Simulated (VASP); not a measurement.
Set up this calculation in VASP 6.6.1, as the native input.

- Task: single point
- Functional: LDA
- Potentials or basis: VASP PAW LDA potentials, release 64 (Ba_sv)
- Cutoff: 520 eV
- k mesh: 12 × 12 × 12
- Occupations: gaussian, width 0.15 eV
- Spin: no spin polarisation
- Dipole correction: no
- Further INCAR settings: ALGO = Normal; EDIFF = 1e-07; NBANDS = 11

The structure of Ba lies in POSCAR:

```
Ba
1.0
    3.9764833036      0.0000000000      0.0000000000
    0.0000000000      3.9764833036      0.0000000000
    0.0000000000      0.0000000000      3.8001860143
Ba
1
Direct
    0.0000000000      0.0000000000      0.0000000000
```

This cell differs from its parent crystal: strain +0.015 along x and y, -0.030 along z.

One way to write it, as run:

INCAR

```
SYSTEM = Ba
  PREC = Accurate
  ENCUT = 520
  EDIFF = 1E-7
  ISMEAR = 0
  SIGMA = 0.15
  LREAL = .False.
  LASPH = .True.
  NELM = 100
  ALGO = Normal
  ISIF = 2
  LWAVE = .False.
  LCHARG = .False.
  GGA = CA
  NBANDS = 11
```

KPOINTS

```
regular mesh
0
Gamma
  12 12 12
  0 0 0
```

Potentials or basis: VASP PAW LDA potentials, release 64 (Ba_sv).

Command:

```console
$ cat potpaw_LDA.64/Ba_sv/POTCAR > POTCAR
$ mpirun -np 1 vasp_std > vasp.out
```

It gave:

The pressure is -1.0 GPa and the band gap on the k mesh is zero (bands 5 and 6 overlap by 0.32 eV).

Caveat: the cell differs from its parent crystal (strain +0.015 along x and y, -0.030 along z); spin-orbit coupling is left out, which moves the levels of the heavy elements.

It took 32 s on 1 thread of Intel(R) Xeon(R) 6975P-C (Granite Rapids), with other jobs on the host, peak memory 0.24 GiB.
